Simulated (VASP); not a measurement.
## ZrTi3C4: relaxation of cell and atoms with PBE

Crystal: ZrTi3C4.

```
Zr Ti C
1.0
     4.80541    0.00000    0.00000
     0.00000    4.80541    0.00000
     0.00000    0.00000    4.80541
Zr Ti C
1 3 4
Direct
  0.50000 0.50000 0.50000
  0.00000 0.00000 0.50000
  0.50000 0.00000 0.00000
  0.00000 0.50000 0.00000
  0.50000 0.50000 0.00000
  0.00000 0.50000 0.50000
  0.50000 0.00000 0.50000
  0.00000 0.00000 0.00000
```

```yaml
Program: VASP 6.6.1
Task: relaxation of cell and atoms
Functional: PBE
Potentials_or_basis: VASP PAW PBE potentials, release 64 (Zr_sv, Ti_sv, C)
Cutoff: 600 eV
k_mesh: 4 × 4 × 4
Occupations: gaussian, width 0.1 eV
Spin: no spin polarisation
Dipole_correction: no
Further_INCAR_settings: ALGO = Normal; EDIFF = 1e-06; IBRION = 2; EDIFFG = -0.04; NSW = 90; ISIF = 3
```

```yaml
Relaxed_volume: 10.94 Å³/atom
Relaxed_cell: a = 4.440 Å, b = 4.440 Å, c = 4.440 Å, α = 90.00°, β = 90.00°, γ = 90.00°
Space_group_after_relaxing_to_0.1_Å: Pm-3m (No. 221)
Energy_gained_by_relaxing: 380.8 meV/atom
Ionic_steps: 5
Pressure_after_relaxing: 0.5 GPa
Band_gap_on_the_k_mesh: zero (bands 32 and 33 overlap by 0.62 eV)
```

The path:
| step | energy change (eV) | largest force (eV/Å) | pressure (GPa) | volume (Å³) |
| --- | --- | --- | --- | --- |
| 1 | 0.0000 | 0.0000 | -34.38 | 110.97 |
| 2 | 0.9611 | 0.0000 | 85.87 | 69.70 |
| 3 | -3.0392 | 0.0000 | -2.52 | 88.71 |
| 4 | -3.0464 | 0.0000 | -0.59 | 87.97 |
| 5 | -3.0465 | 0.0000 | 0.55 | 87.55 |

Final structure:
```yaml
crystal:
  lattice:
    - [4.44037, 0.00000, 0.00000]
    - [0.00000, 4.44037, 0.00000]
    - [0.00000, 0.00000, 4.44037]
  atoms:
    - { symbol: Zr, position: [0.50000, 0.50000, 0.50000] }
    - { symbol: Ti, position: [0.00000, 0.00000, 0.50000] }
    - { symbol: Ti, position: [0.50000, 0.00000, 0.00000] }
    - { symbol: Ti, position: [0.00000, 0.50000, 0.00000] }
    - { symbol: C, position: [0.50000, 0.50000, 0.00000] }
    - { symbol: C, position: [0.00000, 0.50000, 0.50000] }
    - { symbol: C, position: [0.50000, 0.00000, 0.50000] }
    - { symbol: C, position: [0.00000, 0.00000, 0.00000] }
```

Levels at points of the mesh, in eV from the Fermi level:
| k point | band 29 | band 30 | band 31 | band 32 | band 33 | band 34 | band 35 | band 36 |
| --- | --- | --- | --- | --- | --- | --- | --- | --- |
| (0.00, 0.00, 0.00) | -0.24 | 0.38 | 0.38 | 0.38 | 0.77 | 0.77 | 0.77 | 1.48 |
| (0.50, 0.00, 0.00) | -0.57 | -0.50 | -0.41 | -0.41 | -0.24 | -0.24 | 2.02 | 2.60 |
| (0.50, 0.50, 0.00) | -2.38 | -2.37 | -2.37 | -1.79 | 1.91 | 2.00 | 2.48 | 2.48 |
| (0.50, 0.50, 0.50) | -2.73 | -2.68 | -2.68 | -2.68 | 2.68 | 2.68 | 2.68 | 2.80 |

Wall time 6.3 min on 1 thread of Intel Xeon 8259CL, on a shared host, peak memory 0.28 GiB.

Caveat: the volume moved by over 15 % at a fixed basis, so the end points are rough.
